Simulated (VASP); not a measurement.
# MgO (Fm-3m) in VASP: notebook

Runs on MgO. Level: r2SCAN. Tasks: single point.

Program: VASP 6.6.1. These are calculated values, not measurements. Logs are shortened: lines on timing, memory, paths and dates and some standing lists are left out, and cuts for length are marked.

## Step 1: The cell of the first run

The structure is cubic, space group Fm-3m (No. 225). Conventional cell: a = 4.130 Å, b = 4.130 Å, c = 4.130 Å, α = 90.00°, β = 90.00°, γ = 90.00°. Within 2.7 Å of Mg (site symmetry m-3m) lie 6 O at 2.06 Å. Within 2.7 Å of O (site symmetry m-3m) lie 6 Mg at 2.06 Å.

## Step 2: Single point, r2SCAN

POSCAR

```
MgO
1.0
    0.0000000000      2.0648475658      2.0648475658
    2.0648475658      0.0000000000      2.0648475658
    2.0648475658      2.0648475658      0.0000000000
Mg O
1 1
Direct
    0.0000000000      0.0000000000      0.0000000000
    0.5000000000      0.5000000000      0.5000000000
```

INCAR.step1

```
SYSTEM = MgO
PREC = Accurate ; ENCUT = 520
ISMEAR = 0 ; SIGMA = 0.01
LREAL = .FALSE. ; LASPH = .TRUE.
NELM = 100 ; NBANDS = 11
GGA = PE ; ALGO = Normal
EDIFF = 1E-4 ; LWAVE = .TRUE.
LCHARG = .FALSE.
```

INCAR.step2

```
SYSTEM = MgO
PREC = Accurate ; ENCUT = 520
EDIFF = 1E-6 ; ISMEAR = 0
SIGMA = 0.01 ; LREAL = .FALSE.
LASPH = .TRUE. ; NELM = 100
ALGO = Normal ; ISIF = 2
LWAVE = .FALSE. ; LCHARG = .TRUE.
METAGGA = R2SCAN ; LMIXTAU = .TRUE.
LELF = .TRUE. ; LVHAR = .TRUE.
NBANDS = 11 ; ISTART = 1
```

KPOINTS

```
Automatic mesh
0
G
  10 10 10
  0 0 0
```

Potentials or basis: VASP PAW PBE potentials, release 64 (Mg, O).

Launch:

```bash
$ cat potpaw_PBE.64/Mg/POTCAR potpaw_PBE.64/O/POTCAR > POTCAR
$ cp INCAR.step1 INCAR
$ mpirun -np 1 vasp_std > vasp.out
$ cp INCAR.step2 INCAR
$ mpirun -np 1 vasp_std > vasp.out
```

OUTCAR:

```text
SYSTEM = MgO
   PREC = Accurate
   ENCUT = 520
   EDIFF = 1E-6
   ISMEAR = 0
   LREAL = .FALSE.
   LASPH = .TRUE.
   NELM = 100
   ISIF = 2
   METAGGA = R2SCAN
   ISTART = 1

 ion  position               nearest neighbor table
   1  0.000  0.000  0.000-   2 2.06   2 2.06   2 2.06   2 2.06   2 2.06   2 2.06
   2  0.500  0.500  0.500-   1 2.06   1 2.06   1 2.06   1 2.06   1 2.06   1 2.06

  LATTYP: Found a face centered cubic cell.
 ALAT       =     4.1296951316

  Lattice vectors:

 A1 = (   0.0000000000,   2.0648475658,   2.0648475658)
 A2 = (   2.0648475658,   0.0000000000,   2.0648475658)
 A3 = (   2.0648475658,   2.0648475658,   0.0000000000)

Analysis of symmetry for initial positions (statically):
=====================================================================
 Subroutine PRICEL returns:
 Original cell was already a primitive cell.

 Routine SETGRP: Setting up the symmetry group for a
 face centered cubic supercell.

 Subroutine GETGRP returns: Found 48 space group operations
 (whereof 48 operations were pure point group operations)
 out of a pool of 48 trial point group operations.

The static configuration has the point symmetry O_h .

Analysis of symmetry for dynamics (positions and initial velocities):
=====================================================================
 Subroutine PRICEL returns:
 Original cell was already a primitive cell.

 Routine SETGRP: Setting up the symmetry group for a
 face centered cubic supercell.

 Subroutine GETGRP returns: Found 48 space group operations
 (whereof 48 operations were pure point group operations)
 out of a pool of 48 trial point group operations.

The dynamic configuration has the point symmetry O_h .

 Subroutine INISYM returns: Found 48 space group operations
 (whereof 48 operations are pure point group operations),
 and found     1 'primitive' translations

----------------------------------------------------------------------------------------

                                     Primitive cell

  volume of cell :      17.6073

  direct lattice vectors                    reciprocal lattice vectors
     0.000000000  2.064847566  2.064847566    -0.242148626  0.242148626  0.242148626
     2.064847566  0.000000000  2.064847566     0.242148626 -0.242148626  0.242148626
     2.064847566  2.064847566  0.000000000     0.242148626  0.242148626 -0.242148626

  length of vectors
     2.920135432  2.920135432  2.920135432     0.419413722  0.419413722  0.419413722

  position of ions in fractional coordinates (direct lattice)
     0.000000000  0.000000000  0.000000000
     0.500000000  0.500000000  0.500000000

  ion indices of the primitive-cell ions
   primitive index   ion index
                 1           1
                 2           2

----------------------------------------------------------------------------------------

 KPOINTS: Automatic mesh

Automatic generation of k-mesh.
 Grid dimensions read from file:
 generate k-points for:   10   10   10

 Generating k-lattice:

  Cartesian coordinates                     Fractional coordinates (reciprocal lattice)
    -0.024214863  0.024214863  0.024214863     0.100000000  0.000000000  0.000000000
     0.024214863 -0.024214863  0.024214863     0.000000000  0.100000000  0.000000000
     0.024214863  0.024214863 -0.024214863     0.000000000  0.000000000  0.100000000

  Length of vectors
     0.041941372  0.041941372  0.041941372

  Shift w.r.t. Gamma in fractional coordinates (k-lattice)
     0.000000000  0.000000000  0.000000000

 Subroutine IBZKPT returns following result:
 ===========================================

 Found     47 irreducible k-points:

 Following reciprocal coordinates:
            Coordinates               Weight
  0.000000  0.000000  0.000000      1.000000
  0.100000  0.000000  0.000000      8.000000
  0.200000  0.000000  0.000000      8.000000
  0.300000  0.000000  0.000000      8.000000
  0.400000  0.000000  0.000000      8.000000
  0.500000  0.000000  0.000000      4.000000
[... 16 lines left out ...]
[... 51 lines left out ...]
      1     -14.8566      2.00000
      2       1.2029      2.00000
      3       2.9540      2.00000
      4       2.9540      2.00000
      5      11.2697      0.00000
      6      17.6600      0.00000
      7      21.2749      0.00000
      8      21.2749      0.00000
      9      25.2528      0.00000
     10      25.2528      0.00000
     11      27.9462      0.00000

 k-point     4 :       0.3000    0.0000    0.0000
  band No.  band energies     occupation
      1     -14.4287      2.00000
      2      -0.2177      2.00000
      3       2.7252      2.00000
      4       2.7252      2.00000
      5      12.1604      0.00000
      6      17.1406      0.00000
      7      21.5309      0.00000
      8      21.5309      0.00000
      9      25.7247      0.00000
     10      25.7247      0.00000
     11      27.3917      0.00000

 k-point     5 :       0.4000    0.0000    0.0000
  band No.  band energies     occupation
      1     -14.0449      2.00000
      2      -1.2670      2.00000
      3       2.5486      2.00000
      4       2.5486      2.00000
      5      12.4169      0.00000
      6      17.4739      0.00000
      7      21.3820      0.00000
      8      21.3820      0.00000
      9      26.7846      0.00000
     10      27.1319      0.00000
     11      27.1319      0.00000
[... 211 lines left out ...]
 k-point    21 :      -0.3000    0.2000    0.0000
  band No.  band energies     occupation
      1     -13.9619      2.00000
      2      -0.6407      2.00000
      3       1.2867      2.00000
      4       2.4858      2.00000
      5      13.9916      0.00000
      6      16.6809      0.00000
      7      19.3165      0.00000
      8      22.4970      0.00000
      9      25.2772      0.00000
     10      26.4719      0.00000
     11      30.9451      0.00000

 k-point    22 :      -0.2000    0.2000    0.0000
  band No.  band energies     occupation
      1     -14.3027      2.00000
      2      -0.0083      2.00000
      3       1.7875      2.00000
      4       2.7148      2.00000
      5      13.2318      0.00000
      6      16.4945      0.00000
      7      20.2097      0.00000
      8      22.9954      0.00000
      9      23.2818      0.00000
     10      26.7073      0.00000
     11      30.7188      0.00000

 k-point    23 :       0.3000    0.3000    0.0000
  band No.  band energies     occupation
      1     -14.2133      2.00000
      2      -0.0854      2.00000
      3       2.2087      2.00000
      4       2.2087      2.00000
      5      13.7364      0.00000
      6      14.7315      0.00000
      7      19.5321      0.00000
      8      23.1755      0.00000
      9      23.1755      0.00000
     10      29.4115      0.00000
     11      33.4912      0.00000

 k-point    24 :       0.4000    0.3000    0.0000
  band No.  band energies     occupation
      1     -13.9453      2.00000
      2      -0.5546      2.00000
      3       1.8183      2.00000
      4       2.0471      2.00000
      5      14.2548      0.00000
      6      14.7466      0.00000
      7      18.6692      0.00000
      8      23.5171      0.00000
      9      23.7548      0.00000
     10      30.2781      0.00000
     11      32.9706      0.00000

 [... further k-points ...]
[... 5 lines left out ...]
  --------------------------------------------------------------------------------------
  -------------------------------------------------------------------------------------
  Total        0.9745650      0.9745650      0.9745650      0.0000000      0.0000000     -0.0000000
  in kB       88.6803560     88.6803560     88.6803560      0.0000000      0.0000000     -0.0000000
  external PRESSURE =      88.6803560 kB  Pullay stress =       0.0000000 kB

 VOLUME and BASIS-vectors are now :
 -----------------------------------------------------------------------------
  energy-cutoff  :      520.00
  volume of cell :       17.61
      direct lattice vectors                 reciprocal lattice vectors
     0.000000000  2.064847566  2.064847566    -0.242148626  0.242148626  0.242148626
     2.064847566  0.000000000  2.064847566     0.242148626 -0.242148626  0.242148626
     2.064847566  2.064847566  0.000000000     0.242148626  0.242148626 -0.242148626

 POSITION                                       TOTAL-FORCE (eV/Angst)
 -----------------------------------------------------------------------------------
      0.00000      0.00000      0.00000         0.000000      0.000000     -0.000000
      2.06485      2.06485      2.06485        -0.000000     -0.000000      0.000000
 -----------------------------------------------------------------------------------
    total drift:                               -0.000000     -0.000000      0.000000

  FREE ENERGIE OF THE ION-ELECTRON SYSTEM (eV)
  ---------------------------------------------------
  free  energy   TOTEN  =       -16.1375712401 eV

  energy  without entropy=      -16.1375712401  energy(sigma->0) =      -16.13757124
```

It took 23 s on 1 thread of Intel Xeon Platinum 8488C (Sapphire Rapids), shared host; peak memory 0.15 GiB.

What came out:

```
Free energy            : -16.1376 eV
Pressure               : 8.9 GPa
Band gap on the k mesh : 6.23 eV, direct
```

Levels at points of the mesh, in eV from the valence-band top:
| k point | band 2 | band 3 | band 4 | band 5 | band 6 | band 7 |
| --- | --- | --- | --- | --- | --- | --- |
| (0.00, 0.00, 0.00) | 0.00 | 0.00 | 0.00 | 6.23 | 17.18 | 17.18 |
| (0.50, 0.00, 0.00) | -4.88 | -0.74 | -0.74 | 9.20 | 14.52 | 18.06 |
| (0.50, 0.50, 0.00) | -4.35 | -1.46 | -1.46 | 10.11 | 11.74 | 14.97 |

Caveat: the PAW data sets were made with another functional, which shifts forces and pressure a little. r2SCAN opens gaps a little over a GGA but as a rule still falls short of measured ones.

## Step 3: Single point, r2SCAN

This run uses another cell than the first one, of 8.60 Å³/atom, 0.977 times its volume.

POSCAR

```
MgO
1.0
    0.0000000000      2.0490258294      2.0490258294
    2.0490258294      0.0000000000      2.0490258294
    2.0490258294      2.0490258294      0.0000000000
Mg O
1 1
Direct
    0.0000000000      0.0000000000      0.0000000000
    0.5000000000      0.5000000000      0.5000000000
```

INCAR.step1

```
SYSTEM = MgO
  PREC = Accurate
  ENCUT = 520
  ISMEAR = 0
  SIGMA = 0.01
  LREAL = .FALSE.
  LASPH = .TRUE.
  NELM = 60
  NBANDS = 11
  GGA = PE
  ALGO = Normal
  EDIFF = 1E-4
  LWAVE = .TRUE.
  LCHARG = .FALSE.
```

INCAR.step2

```
SYSTEM = MgO
  PREC = Accurate
  ENCUT = 520
  EDIFF = 1E-6
  ISMEAR = 0
  SIGMA = 0.01
  LREAL = .FALSE.
  LASPH = .TRUE.
  NELM = 60
  ALGO = Normal
  ISIF = 2
  LWAVE = .FALSE.
  LCHARG = .FALSE.
  METAGGA = R2SCAN
  LMIXTAU = .TRUE.
  NBANDS = 11
  ISTART = 1
```

KPOINTS is that of step 2.

Potentials or basis: VASP PAW PBE potentials, release 64 (Mg, O).

Launch:

```bash
$ cat potpaw_PBE.64/Mg/POTCAR potpaw_PBE.64/O/POTCAR > POTCAR
$ cp INCAR.step1 INCAR
$ mpirun -np 1 vasp_std > vasp.out
$ cp INCAR.step2 INCAR
$ mpirun -np 1 vasp_std > vasp.out
```

Wall time 26 s (1 thread of Intel Xeon Platinum 8488C (Sapphire Rapids), shared host); peak memory 0.14 GiB.

It converged, with:

```
Free energy            : -16.1086 eV
Pressure               : 13.8 GPa
Band gap on the k mesh : 6.48 eV, direct
```

Levels at points of the mesh, in eV from the valence-band top:
```
           k point  band 1  band 2  band 3  band 4  band 5  band 6  band 7  band 8
(0.00, 0.00, 0.00)  -18.64    0.00    0.00    0.00    6.48   17.32   17.32   17.32
(0.50, 0.00, 0.00)  -17.18   -4.99   -0.77   -0.77    9.36   14.81   18.31   18.31
(0.50, 0.50, 0.00)  -16.90   -4.45   -1.49   -1.49   10.13   12.02   15.24   21.72
```

Caveat: the PAW data sets were made with another functional, which shifts forces and pressure a little. r2SCAN opens gaps a little over a GGA but as a rule still falls short of measured ones.

## Step 4: Single point, r2SCAN

This run uses another cell than the first one, of 9.08 Å³/atom, 1.031 times its volume.

POSCAR

```
MgO
1.0
    0.0000000000      2.0861972156      2.0861972156
    2.0861972156      0.0000000000      2.0861972156
    2.0861972156      2.0861972156      0.0000000000
Mg O
1 1
Direct
    0.0000000000      0.0000000000      0.0000000000
    0.5000000000      0.5000000000      0.5000000000
```

INCAR.step1

```
PREC     = Accurate       # precision mode
ENCUT    = 520            # plane-wave cutoff, eV
ISMEAR   = 0              # smearing method
SIGMA    = 0.01           # smearing width, eV
LREAL    = False          # projectors in reciprocal space
LASPH    = True           # aspherical terms in the spheres
NELM     = 80             # most SCF steps
NBANDS   = 11             # bands
GGA      = PE             # functional
ALGO     = Normal         # electronic algorithm
EDIFF    = 1E-4           # SCF threshold, eV
LWAVE    = True           # write WAVECAR
LCHARG   = False          # write CHGCAR
```

INCAR.step2

```
PREC     = Accurate       # precision mode
ENCUT    = 520            # plane-wave cutoff, eV
EDIFF    = 1E-7           # SCF threshold, eV
ISMEAR   = 0              # smearing method
SIGMA    = 0.01           # smearing width, eV
LREAL    = False          # projectors in reciprocal space
LASPH    = True           # aspherical terms in the spheres
NELM     = 80             # most SCF steps
ALGO     = Normal         # electronic algorithm
ISIF     = 2              # what is computed and relaxed
LWAVE    = False          # write WAVECAR
LCHARG   = False          # write CHGCAR
METAGGA  = R2SCAN         # meta-GGA
LMIXTAU  = True         
NBANDS   = 11             # bands
ISTART   = 1
```

KPOINTS

```
Automatic mesh
0
Gamma
  10 10 10
```

Launch:

```bash
$ cat potpaw_PBE.64/Mg/POTCAR potpaw_PBE.64/O/POTCAR > POTCAR
$ cp INCAR.step1 INCAR
$ mpirun -np 1 vasp_std > vasp.out
$ cp INCAR.step2 INCAR
$ mpirun -np 1 vasp_std > vasp.out
```

Run time: 28 s. Hardware: 1 thread of Intel Xeon Platinum 8488C (Sapphire Rapids), shared host; peak memory 0.15 GiB.

It converged, with:

| Quantity | Value |
| --- | --- |
| Free energy | -16.1583 eV |
| Pressure | 2.9 GPa |
| Band gap on the k mesh | 5.90 eV, direct |

Levels at points of the mesh, in eV from the valence-band top:
```
           k point  band 1  band 2  band 3  band 4  band 5  band 6  band 7  band 8  band 9
(0.00, 0.00, 0.00)  -18.35    0.00    0.00    0.00    5.90   17.00   17.00   17.00   21.23
(0.50, 0.00, 0.00)  -17.03   -4.74   -0.71   -0.71    8.99   14.15   17.72   17.72   22.83
(0.50, 0.50, 0.00)  -16.77   -4.22   -1.41   -1.41   10.07   11.38   14.61   20.83   20.83
```

Caveat: the PAW data sets were made with another functional, which shifts forces and pressure a little. r2SCAN opens gaps a little over a GGA but as a rule still falls short of measured ones.

## Step 5: Single point, r2SCAN

This run uses another cell than the first one, of 8.94 Å³/atom, 1.015 times its volume.

POSCAR

```
MgO
1.0
    0.0000000000      2.0751600144      2.0751600144
    2.0751600144      0.0000000000      2.0751600144
    2.0751600144      2.0751600144      0.0000000000
Mg O
1 1
Direct
    0.0000000000      0.0000000000      0.0000000000
    0.5000000000      0.5000000000      0.5000000000
```

INCAR.step1

```
PREC = Accurate
ENCUT = 520
ISMEAR = 0
SIGMA = 0.01
LREAL = F
LASPH = T
NELM = 60
NBANDS = 11
GGA = PE
ALGO = Normal
EDIFF = 1E-4
LWAVE = T
LCHARG = F
```

INCAR.step2

```
PREC = Accurate
ENCUT = 520
EDIFF = 1E-7
ISMEAR = 0
SIGMA = 0.01
LREAL = F
LASPH = T
NELM = 60
ALGO = Normal
ISIF = 2
LWAVE = F
LCHARG = F
METAGGA = R2SCAN
LMIXTAU = T
NBANDS = 11
ISTART = 1
```

KPOINTS is that of step 4.

Launch:

```bash
$ cat potpaw_PBE.64/Mg/POTCAR potpaw_PBE.64/O/POTCAR > POTCAR
$ cp INCAR.step1 INCAR
$ mpirun -np 1 vasp_std > vasp.out
$ cp INCAR.step2 INCAR
$ mpirun -np 1 vasp_std > vasp.out
```

It took 25 s on 1 thread of Intel Xeon Platinum 8488C (Sapphire Rapids), shared host; peak memory 0.14 GiB.

It converged, with:

```yaml
Free_energy: -16.1501 eV
Pressure: 5.9 GPa
Band_gap_on_the_k_mesh: 6.06 eV, direct
```

Levels at points of the mesh, in eV from the valence-band top:
| k point | band 2 | band 3 | band 4 | band 5 | band 6 | band 7 |
| --- | --- | --- | --- | --- | --- | --- |
| (0.00, 0.00, 0.00) | 0.00 | 0.00 | 0.00 | 6.06 | 17.09 | 17.09 |
| (0.50, 0.00, 0.00) | -4.81 | -0.72 | -0.72 | 9.10 | 14.34 | 17.90 |
| (0.50, 0.50, 0.00) | -4.29 | -1.44 | -1.44 | 10.09 | 11.57 | 14.79 |

Caveat: the PAW data sets were made with another functional, which shifts forces and pressure a little.

## Step 6: Single point, r2SCAN

This run uses another cell than the first one, of 9.24 Å³/atom, 1.049 times its volume.

POSCAR

```
MgO
1.0
    0.0000000000      2.0980562905      2.0980562905
    2.0980562905      0.0000000000      2.0980562905
    2.0980562905      2.0980562905      0.0000000000
Mg O
1 1
Direct
    0.0000000000      0.0000000000      0.0000000000
    0.5000000000      0.5000000000      0.5000000000
```

INCAR.step1

```
  PREC = Accurate
  ENCUT = 520
  ISMEAR = 0
  SIGMA = 0.01
  LREAL = F
  LASPH = T
  NELM = 80
  NBANDS = 11
  GGA = PE
  ALGO = Normal
  EDIFF = 1E-4
  LWAVE = T
  LCHARG = F
```

INCAR.step2

```
  PREC = Accurate
  ENCUT = 520
  EDIFF = 1E-6
  ISMEAR = 0
  SIGMA = 0.01
  LREAL = F
  LASPH = T
  NELM = 80
  ALGO = Normal
  ISIF = 2
  LWAVE = F
  LCHARG = F
  METAGGA = R2SCAN
  LMIXTAU = T
  NBANDS = 11
  ISTART = 1
```

KPOINTS

```
regular mesh
0
Gamma
  10 10 10
```

Potentials or basis: VASP PAW PBE potentials, release 64 (Mg, O).

Launch:

```bash
$ cat potpaw_PBE.64/Mg/POTCAR potpaw_PBE.64/O/POTCAR > POTCAR
$ cp INCAR.step1 INCAR
$ mpirun -np 1 vasp_std > vasp.out
$ cp INCAR.step2 INCAR
$ mpirun -np 1 vasp_std > vasp.out
```

Run time: 28 s. Hardware: 1 thread of Intel Xeon Platinum 8488C (Sapphire Rapids), shared host; peak memory 0.15 GiB.

Results (log left out):

```
Free energy            : -16.1614 eV
Pressure               : -0.1 GPa
Band gap on the k mesh : 5.72 eV, direct
```

Levels at points of the mesh, in eV from the valence-band top:
| k point | band 2 | band 3 | band 4 | band 5 | band 6 | band 7 |
| --- | --- | --- | --- | --- | --- | --- |
| (0.00, 0.00, 0.00) | 0.00 | 0.00 | 0.00 | 5.72 | 16.90 | 16.90 |
| (0.50, 0.00, 0.00) | -4.66 | -0.69 | -0.69 | 8.88 | 13.94 | 17.54 |
| (0.50, 0.50, 0.00) | -4.15 | -1.39 | -1.39 | 10.05 | 11.19 | 14.42 |

Caveat: the PAW data sets were made with another functional, which shifts forces and pressure a little. r2SCAN opens gaps a little over a GGA but as a rule still falls short of measured ones.

## Step 7: Summary

| cell | gap on the mesh (eV) | pressure (GPa) |
| --- | --- | --- |
| a = 2.920 Å, angles 60.0°, 2 atoms | 6.23 | 8.9 |
| a = 2.898 Å, angles 60.0°, 2 atoms | 6.48 | 13.8 |
| a = 2.950 Å, angles 60.0°, 2 atoms | 5.90 | 2.9 |
| a = 2.935 Å, angles 60.0°, 2 atoms | 6.06 | 5.9 |
| a = 2.967 Å, angles 60.0°, 2 atoms | 5.72 | -0.1 |

Alike in all rows: task single point; level r2SCAN; potentials or basis VASP PAW PBE potentials, release 64 (Mg, O); no spin polarisation; k mesh 10 × 10 × 10; cutoff (eV) 520; smearing gaussian 0.01 eV.

Caveats: the PAW data sets were made with another functional, which shifts forces and pressure a little.

Total energies depend on the potentials used, so only differences within one code and one set of settings carry meaning.
